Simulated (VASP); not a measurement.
# Hg (Fd-3m) in VASP: a series of runs

The runs below take Hg through single point, relaxation of cell and atoms, with LDA.

Everything below comes from runs of VASP 6.6.1. Logs are shortened: lines on timing, memory, paths and dates and some standing lists are left out, and cuts for length are marked.

### 1 The cell of the first run

Symmetry: Fd-3m, No. 227, cubic system. Conventional cell: a = 5.859 Å, b = 5.859 Å, c = 5.859 Å, α = 90.00°, β = 90.00°, γ = 90.00°. Hg (site symmetry -43m) has 4 Hg at 2.54 Å within 3.3 Å.

### 2 Single point, LDA

The input, INCAR:

```
SYSTEM = Hg
PREC     = Accurate       ! precision mode
ENCUT    = 550            ! plane-wave cutoff, eV
EDIFF    = 1E-6           ! SCF threshold, eV
ISMEAR   = -1             ! smearing method
SIGMA    = 0.1            ! smearing width, eV
LREAL    = .False.        ! projectors in reciprocal space
LASPH    = .True.         ! aspherical terms in the spheres
NELM     = 120            ! most SCF steps
ALGO     = Normal         ! electronic algorithm
ISIF     = 2              ! what is computed and relaxed
LWAVE    = .False.        ! write WAVECAR
LCHARG   = .True.         ! write CHGCAR
LELF     = .True.         ! ELF
LVHAR    = .True.       
NBANDS   = 27             ! bands
GGA_COMPAT= .False.
```

The input, KPOINTS:

```
Automatic mesh
0
Gamma
  6 6 6
  0 0 0
```

The input, POSCAR:

```
Hg
1.0
    0.0000000000      2.9295777135      2.9295777135
    2.9295777135      0.0000000000      2.9295777135
    2.9295777135      2.9295777135      0.0000000000
Hg
2
Direct
    0.0000000000      0.0000000000      0.0000000000
    0.2500000000      0.2500000000      0.2500000000
```

Potentials or basis: VASP PAW LDA potentials, release 64 (Hg_sv_GW).

On the command line:

```
> cat potpaw_LDA.64/Hg_sv_GW/POTCAR > POTCAR
> mpirun -np 1 vasp_std > vasp.out
```

OUTCAR:

```text
SYSTEM = Hg
   PREC = Accurate
   ENCUT = 550
   EDIFF = 1E-6
   ISMEAR = -1
   LREAL = .False.
   LASPH = .True.
   NELM = 120
   ISIF = 2

 ion  position               nearest neighbor table
   1  0.000  0.000  0.000-   2 2.54   2 2.54   2 2.54   2 2.54
   2  0.250  0.250  0.250-   1 2.54   1 2.54   1 2.54   1 2.54

  LATTYP: Found a face centered cubic cell.
 ALAT       =     5.8591554270

  Lattice vectors:

 A1 = (   0.0000000000,   2.9295777135,   2.9295777135)
 A2 = (   2.9295777135,   0.0000000000,   2.9295777135)
 A3 = (   2.9295777135,   2.9295777135,   0.0000000000)

Analysis of symmetry for initial positions (statically):
=====================================================================
 Subroutine PRICEL returns:
 Original cell was already a primitive cell.

 Routine SETGRP: Setting up the symmetry group for a
 face centered cubic supercell.

 Subroutine GETGRP returns: Found 48 space group operations
 (whereof 24 operations were pure point group operations)
 out of a pool of 48 trial point group operations.

The static configuration has the point symmetry T_d .
 The point group associated with its full space group is O_h .

Analysis of symmetry for dynamics (positions and initial velocities):
=====================================================================
 Subroutine PRICEL returns:
 Original cell was already a primitive cell.

 Routine SETGRP: Setting up the symmetry group for a
 face centered cubic supercell.

 Subroutine GETGRP returns: Found 48 space group operations
 (whereof 24 operations were pure point group operations)
 out of a pool of 48 trial point group operations.

The dynamic configuration has the point symmetry T_d .
 The point group associated with its full space group is O_h .

 Subroutine INISYM returns: Found 48 space group operations
 (whereof 24 operations are pure point group operations),
 and found     1 'primitive' translations

----------------------------------------------------------------------------------------

                                     Primitive cell

  volume of cell :      50.2858

  direct lattice vectors                    reciprocal lattice vectors
     0.000000000  2.929577714  2.929577714    -0.170673062  0.170673062  0.170673062
     2.929577714  0.000000000  2.929577714     0.170673062 -0.170673062  0.170673062
     2.929577714  2.929577714  0.000000000     0.170673062  0.170673062 -0.170673062

  length of vectors
     4.143048534  4.143048534  4.143048534     0.295614416  0.295614416  0.295614416

  position of ions in fractional coordinates (direct lattice)
     0.000000000  0.000000000  0.000000000
     0.250000000  0.250000000  0.250000000

  ion indices of the primitive-cell ions
   primitive index   ion index
                 1           1
                 2           2

----------------------------------------------------------------------------------------

 KPOINTS: Automatic mesh

Automatic generation of k-mesh.
 Grid dimensions read from file:
 generate k-points for:    6    6    6

 Generating k-lattice:

  Cartesian coordinates                     Fractional coordinates (reciprocal lattice)
    -0.028445510  0.028445510  0.028445510     0.166666667  0.000000000  0.000000000
     0.028445510 -0.028445510  0.028445510     0.000000000  0.166666667  0.000000000
     0.028445510  0.028445510 -0.028445510     0.000000000  0.000000000  0.166666667

  Length of vectors
     0.049269069  0.049269069  0.049269069

  Shift w.r.t. Gamma in fractional coordinates (k-lattice)
     0.000000000  0.000000000  0.000000000

 Subroutine IBZKPT returns following result:
 ===========================================

 Found     16 irreducible k-points:

 Following reciprocal coordinates:
            Coordinates               Weight
  0.000000  0.000000  0.000000      1.000000
  0.166667  0.000000  0.000000      8.000000
  0.333333  0.000000  0.000000      8.000000
  0.500000  0.000000  0.000000      4.000000
  0.166667  0.166667  0.000000      6.000000
  0.333333  0.166667  0.000000     24.000000
[... 8 lines left out ...]
 -0.333333  0.333333  0.166667     24.000000
 -0.333333  0.500000  0.166667     12.000000
   k-points           NKPTS =     16   k-points in BZ     NKDIM =     16   number of bands    NBANDS=     27
   number of dos      NEDOS =    301   number of ions     NIONS =      2
   total plane-waves  NPLWV =  32768
   dimension x,y,z NGX =    32 NGY =   32 NGZ =   32
   dimension x,y,z NGXF=    64 NGYF=   64 NGZF=   64
   ions per type =               2
   NGX,Y,Z   is equivalent  to a cutoff of  12.84, 12.84, 12.84 a.u.
   NGXF,Y,Z  is equivalent  to a cutoff of  25.68, 25.68, 25.68 a.u.
 SYSTEM =  Hg
   PREC   = accura    normal or accurate (medium, high low for compatibility)
   ISTART =      0    job   : 0-new  1-cont  2-samecut
   ICHARG =      2    charge: 1-file 2-atom 10-const
   ISPIN  =      1    spin polarized calculation?
   LNONCOLLINEAR =      F non collinear calculations
   LSORBIT =      F    spin-orbit coupling
   LASPH  =      T    aspherical Exc in radial PAW
   ENCUT  =  550.0 eV  40.42 Ry    6.36 a.u.   7.92  7.92  7.92*2*pi/ulx,y,z
   NELM   =    120;   NELMIN=  2; NELMDL= -5     # of ELM steps
   EDIFF  = 0.1E-05   stopping-criterion for ELM
   LREAL  =      F    real-space projection
   EDIFFG = 0.1E-04   stopping-criterion for IOM
   NSW    =      0    number of steps for IOM
   IBRION =     -1    ionic relax: 0-MD 1-quasi-New 2-CG
   NFREE  =      0    steps in history (QN), initial steepest desc. (CG)
   ISIF   =      2    stress and relaxation
   ISYM   =      2    0-nonsym 1-usesym 2-fastsym
   POTIM  = 0.5000    time-step for ionic-motion
   TEBEG  =    0.0;   TEEND  =   0.0 temperature during run
   PSTRESS=    0.0 pullay stress
   NELECT =      40.0000    total number of electrons
   NUPDOWN=      -1.0000    fix difference up-down
   EMIN   =  10.00;   EMAX   =-10.00  energy-range for DOS
   EFERMI =   0.00;   METHOD = LEGACY
   ISMEAR =    -1;   SIGMA  =   0.10  broadening in eV -4-tet -1-fermi 0-gaus
   EFERMI_NEDOS =   21; number of points for ismear=-14 and -15
   IALGO  =     38    algorithm
   IMIX   =      4    mixing-type and parameters
     AMIX     =   0.40;   BMIX     =  1.00
     AMIX_MAG =   1.60;   BMIX_MAG =  1.00
  volume/ion in A,a.u.               =      25.14       169.67
  Fermi-wavevector in a.u.,A,eV,Ry     =   1.516863  2.866456 31.305299  2.300875
  Thomas-Fermi vector in A             =   2.626196
   LORBIT       =      0    0 simple, 1 ext, 2 COOP (PROOUT), +10 PAW based schemes
   GGA     = CA    functional components
   LHFCALC =     F    Hartree Fock is set to
   AEXX    =    0.0000 exact exchange contribution
   IVDW    =     0    specifies the selected vdW correction
   LEPSILON=     F    determine dielectric tensor
   LRPA    =     F    only Hartree local field effects (RPA)
 non-spin polarized calculation
  energy-cutoff  :      550.00
  volume of cell :       50.29
 maximum number of plane-waves:      1488
   NGX = 15   NGY = 15   NGZ = 15

 number of electron      40.0000000 magnetization

 Free energy of the ion-electron system (eV)
  ---------------------------------------------------
  ext. energy  EPLUGINS =         0.00000000
  ---------------------------------------------------
  free energy    TOTEN  =        -0.62644787 eV

  energy without entropy =       -0.57200038  energy(sigma->0) =       -0.59922413

 E-fermi :   5.5447     XC(G=0): -11.0370

 val. band max:        5.4328245571   @ k =  -0.3333   0.3333   0.1667
 cond. band min:       5.6047126869   @ k =  -0.3333   0.5000   0.1667
 fundamental gap:      0.1718881299
 Fermi energy:         5.5447417235

 k-point     1 :       0.0000    0.0000    0.0000
  band No.  band energies     occupation
      1    -109.8965      2.00000
      2    -109.8589      2.00000
      3     -58.6140      2.00000
      4     -58.6140      2.00000
      5     -58.6140      2.00000
      6     -58.4165      2.00000
[... 19 lines left out ...]
     26      13.6877      0.00000
     27      13.6877      0.00000

 k-point     2 :       0.1667    0.0000    0.0000
  band No.  band energies     occupation
      1    -109.8947      2.00000
      2    -109.8608      2.00000
      3     -58.6183      2.00000
      4     -58.6183      2.00000
      5     -58.6101      2.00000
      6     -58.4205      2.00000
[... 19 lines left out ...]
     26      14.8174      0.00000
     27      14.9645      0.00000

 k-point     3 :       0.3333    0.0000    0.0000
  band No.  band energies     occupation
      1    -109.8902      2.00000
      2    -109.8653      2.00000
      3     -58.6264      2.00000
      4     -58.6264      2.00000
      5     -58.6019      2.00000
      6     -58.4292      2.00000
[... 19 lines left out ...]
     26      14.8699      0.00000
     27      17.2375      0.00000

 k-point     4 :       0.5000    0.0000    0.0000
  band No.  band energies     occupation
      1    -109.8871      2.00000
      2    -109.8684      2.00000
      3     -58.6302      2.00000
      4     -58.6302      2.00000
      5     -58.5978      2.00000
      6     -58.4339      2.00000
[... 19 lines left out ...]
     26      14.7127      0.00000
     27      19.0624      0.00000
[... 276 lines left out ...]
      4     -58.6363      2.00000
      5     -58.5652      2.00000
      6     -58.4662      2.00000
[... 19 lines left out ...]
     26      18.5566      0.00000
     27      18.7838      0.00000

 k-point    15 :      -0.3333    0.3333    0.1667
  band No.  band energies     occupation
      1    -109.8824      2.00000
      2    -109.8731      2.00000
      3     -58.6473      2.00000
      4     -58.6400      2.00000
      5     -58.5497      2.00000
      6     -58.4817      2.00000
[... 19 lines left out ...]
     26      16.5668      0.00000
     27      19.3718      0.00000

 k-point    16 :      -0.3333    0.5000    0.1667
  band No.  band energies     occupation
      1    -109.8778      2.00000
      2    -109.8778      2.00000
      3     -58.6465      2.00000
      4     -58.6465      2.00000
      5     -58.5158      2.00000
      6     -58.5158      2.00000
[... 19 lines left out ...]
     26      17.1976      0.00000
     27      21.8802      0.00000

------------------------ aborting loop because EDIFF is reached ----------------------------------------

  FORCE on cell =-STRESS in cart. coord.  units (eV):
  Direction    XX          YY          ZZ          XY          YZ          ZX
  --------------------------------------------------------------------------------------
  -------------------------------------------------------------------------------------
  Total        6.3617166      6.3617166      6.3617166      0.0000000      0.0000000     -0.0000000
  in kB      202.6935056    202.6935056    202.6935056      0.0000000      0.0000000     -0.0000000
  external PRESSURE =     202.6935056 kB  Pullay stress =       0.0000000 kB

 VOLUME and BASIS-vectors are now :
 -----------------------------------------------------------------------------
  energy-cutoff  :      550.00
  volume of cell :       50.29
      direct lattice vectors                 reciprocal lattice vectors
     0.000000000  2.929577714  2.929577714    -0.170673062  0.170673062  0.170673062
     2.929577714  0.000000000  2.929577714     0.170673062 -0.170673062  0.170673062
     2.929577714  2.929577714  0.000000000     0.170673062  0.170673062 -0.170673062

 POSITION                                       TOTAL-FORCE (eV/Angst)
 -----------------------------------------------------------------------------------
      0.00000      0.00000      0.00000        -0.000000     -0.000000     -0.000000
      1.46479      1.46479      1.46479         0.000000      0.000000      0.000000
 -----------------------------------------------------------------------------------
    total drift:                               -0.000000      0.000000      0.000000

  FREE ENERGIE OF THE ION-ELECTRON SYSTEM (eV)
  ---------------------------------------------------
  free  energy   TOTEN  =        -0.6264478747 eV

  energy  without entropy=       -0.5720003825  energy(sigma->0) =       -0.59922413
```

Wall time 19 s (1 thread of Intel Xeon Platinum 8375C at 2.90GHz (Ice Lake), shared host); peak memory 0.16 GiB.

Results:

```
Free energy            : -0.6264 eV
Pressure               : 20.3 GPa
Band gap on the k mesh : zero (bands 20 and 21 overlap by 7.09 eV)
```

Levels at points of the mesh, in eV from the Fermi level:
```csv
k point,band 16,band 17,band 18,band 19,band 20,band 21,band 22,band 23,band 24,band 25
"(0.00, 0.00, 0.00)",-7.05,-7.05,-6.15,-6.15,6.26,7.08,7.08,7.08,7.60,8.14
"(0.50, 0.00, 0.00)",-6.90,-6.23,-6.23,-4.62,-4.10,4.05,4.05,6.26,7.53,9.17
"(0.50, 0.50, 0.00)",-7.65,-6.06,-6.06,-3.56,-3.56,0.87,0.87,5.38,5.38,15.95
```

Caveat: the cell stands under pressure; spin-orbit coupling is left out, which moves the levels of the heavy elements.

### 3 Relaxation of cell and atoms, LDA

This run uses another cell than the first one, of 30.37 Å³/atom.

The input, INCAR:

```
PREC = Accurate
ENCUT = 550
EDIFF = 1E-7
ISMEAR = -1
SIGMA = 0.1
LREAL = F
LASPH = T
NELM = 120
ALGO = Normal
ISIF = 3
LWAVE = F
LCHARG = F
GGA = CA
IBRION = 2
NSW = 50
EDIFFG = -0.03
GGA_COMPAT = F
NELMIN = 4
```

The input, KPOINTS:

```
regular mesh
0
Gamma
  6 6 6
```

The input, POSCAR:

```
Hg
1.0
    0.0000000000      3.1200000000      3.1200000000
    3.1200000000      0.0000000000      3.1200000000
    3.1200000000      3.1200000000      0.0000000000
Hg
2
Direct
    0.0000000000      0.0000000000      0.0000000000
    0.2500000000      0.2500000000      0.2500000000
```

Potentials or basis: VASP PAW LDA potentials, release 64 (Hg_sv_GW).

On the command line:

```
> cat potpaw_LDA.64/Hg_sv_GW/POTCAR > POTCAR
> mpirun -np 1 vasp_std > vasp.out
```

Run time: 64 s. Hardware: 1 thread of Intel Xeon Platinum 8259CL at 2.50GHz (Skylake/Cascade Lake), shared host; peak memory 0.18 GiB.

The run converged. Its results:

| Quantity | Value |
| --- | --- |
| Free energy | -1.4113 eV |
| Relaxed volume | 33.07 Å³/atom |
| Relaxed cell | a = 4.539 Å, b = 4.539 Å, c = 4.539 Å, α = 60.00°, β = 60.00°, γ = 60.00° |
| Space group after relaxing (to 0.1 Å) | Fd-3m (No. 227) |
| Energy gained by relaxing | 30.6 meV/atom |
| Ionic steps | 3 |
| Pressure after relaxing | 0.0 GPa |
| Band gap on the k mesh | zero (bands 20 and 21 overlap by 4.18 eV) |

Step by step:
```
step  energy change (eV)  largest force (eV/Å)  pressure (GPa)  volume (Å³)
   1              0.0000                0.0000            4.00        60.74
   2             -0.0576                0.0000           -0.74        67.65
   3             -0.0611                0.0000            0.00        66.14
```

Final structure:
```
Hg
1.0
     0.00000    3.20975    3.20975
     3.20975    0.00000    3.20975
     3.20975    3.20975    0.00000
Hg
2
Cartesian
  0.0000 0.0000 0.0000
  1.6049 1.6049 1.6049
```

Levels at points of the mesh, in eV from the Fermi level:
```
           k point  band 18  band 19  band 20  band 21  band 22  band 23
(0.00, 0.00, 0.00)    -6.17    -6.17     3.78     5.37     5.37     5.37
(0.50, 0.00, 0.00)    -6.17    -4.74    -3.25     3.25     3.25     4.12
(0.50, 0.50, 0.00)    -6.07    -3.61    -3.61     1.00     1.00     4.39
```

Caveat: spin-orbit coupling is left out, which moves the levels of the heavy elements.

### 4 Relaxation of cell and atoms, LDA, target pressure 20 GPa, at which the enthalpy is minimised

This run uses another cell than the first one, of 30.37 Å³/atom.

The input, INCAR:

```
SYSTEM = Hg
PREC     = Accurate       ! precision mode
ENCUT    = 550            ! plane-wave cutoff, eV
EDIFF    = 1E-7           ! SCF threshold, eV
ISMEAR   = -1             ! smearing method
SIGMA    = 0.1            ! smearing width, eV
LREAL    = .FALSE.        ! projectors in reciprocal space
LASPH    = .TRUE.         ! aspherical terms in the spheres
NELM     = 120            ! most SCF steps
ALGO     = Normal         ! electronic algorithm
ISIF     = 3              ! what is computed and relaxed
LWAVE    = .FALSE.        ! write WAVECAR
LCHARG   = .FALSE.        ! write CHGCAR
GGA      = CA             ! functional
IBRION   = 2              ! ionic algorithm
NSW      = 50             ! ionic steps
EDIFFG   = -0.03          ! ionic threshold
PSTRESS  = 200.0        
GGA_COMPAT= .FALSE.      
NELMIN   = 4
```

The input, KPOINTS:

```
Automatic mesh
0
G
  6 6 6
  0 0 0
```

POSCAR is that of step 3.

On the command line:

```
> cat potpaw_LDA.64/Hg_sv_GW/POTCAR > POTCAR
> mpirun -np 1 vasp_std > vasp.out
```

Run time: 2 min. Hardware: 1 thread of Intel Xeon Platinum 8259CL at 2.50GHz (Skylake/Cascade Lake), shared host; peak memory 0.2 GiB.

The run converged. Its results:

* Free energy: -0.6630 eV
* Relaxed volume: 25.25 Å³/atom
* Relaxed cell: a = 4.149 Å, b = 4.149 Å, c = 4.149 Å, α = 60.00°, β = 60.00°, γ = 60.00°
* Space group after relaxing (to 0.1 Å): Fd-3m (No. 227)
* Energy change on relaxing (the run minimises the enthalpy): +343.6 meV/atom
* Ionic steps: 5
* Pressure after relaxing: 20.0 GPa
* Band gap on the k mesh: zero (bands 20 and 21 overlap by 7.04 eV)

Step by step:
```
step  energy change (eV)  largest force (eV/Å)  pressure (GPa)  volume (Å³)
   1              0.0000                0.0000            4.00        60.74
   2              4.4697                0.0000           93.79        37.79
   3              0.6078                0.0000           18.43        51.17
   4              0.6565                0.0000           19.40        50.75
   5              0.6871                0.0000           20.00        50.51
```

Final structure:
```
CELL_PARAMETERS angstrom
0.00000 2.93384 2.93384
2.93384 0.00000 2.93384
2.93384 2.93384 0.00000
ATOMIC_POSITIONS crystal
Hg 0.00000 0.00000 0.00000
Hg 0.25000 0.25000 0.25000
```

Levels at points of the mesh, in eV from the Fermi level:
```
           k point  band 16  band 17  band 18  band 19  band 20  band 21  band 22  band 23  band 24
(0.00, 0.00, 0.00)    -7.04    -7.04    -6.15    -6.15     6.22     7.04     7.04     7.04     7.59
(0.50, 0.00, 0.00)    -6.89    -6.23    -6.23    -4.62    -4.09     4.04     4.04     6.22     7.53
(0.50, 0.50, 0.00)    -7.64    -6.06    -6.06    -3.56    -3.56     0.87     0.87     5.36     5.36
```

Caveat: the cell is relaxed towards a set pressure, so the run minimises the enthalpy, not the energy; the volume moved by over 15 % at a fixed basis, so the end points are rough; spin-orbit coupling is left out, which moves the levels of the heavy elements.

### 5 The runs side by side

| task | cell | gap on the mesh (eV) | pressure (GPa) |
| --- | --- | --- | --- |
| single point | a = 4.143 Å, angles 60.0°, 2 atoms | none | 20.3 |
| relaxation of cell and atoms | relaxed from a = 4.412 Å, angles 60.0°, 2 atoms | none | 0.0 |
| relaxation of cell and atoms | relaxed to 20 GPa from a = 4.412 Å, angles 60.0°, 2 atoms | none | 20.0 |

Alike in all rows: level LDA; potentials or basis VASP PAW LDA potentials, release 64 (Hg_sv_GW); no spin polarisation; k mesh 6 × 6 × 6; cutoff (eV) 550; smearing fermi-dirac 0.1 eV.

Caveats: spin-orbit coupling is left out, which moves the levels of the heavy elements; the cell stands under pressure (at least some runs); the cell is relaxed towards a set pressure, so the run minimises the enthalpy, not the energy (at least some runs); the volume moved by over 15 % at a fixed basis, so the end points are rough (at least some runs).

Absolute energies hang on the potentials; compare differences alone.

The gap in the log of VASP goes by the Fermi energy; the results here count the filled bands.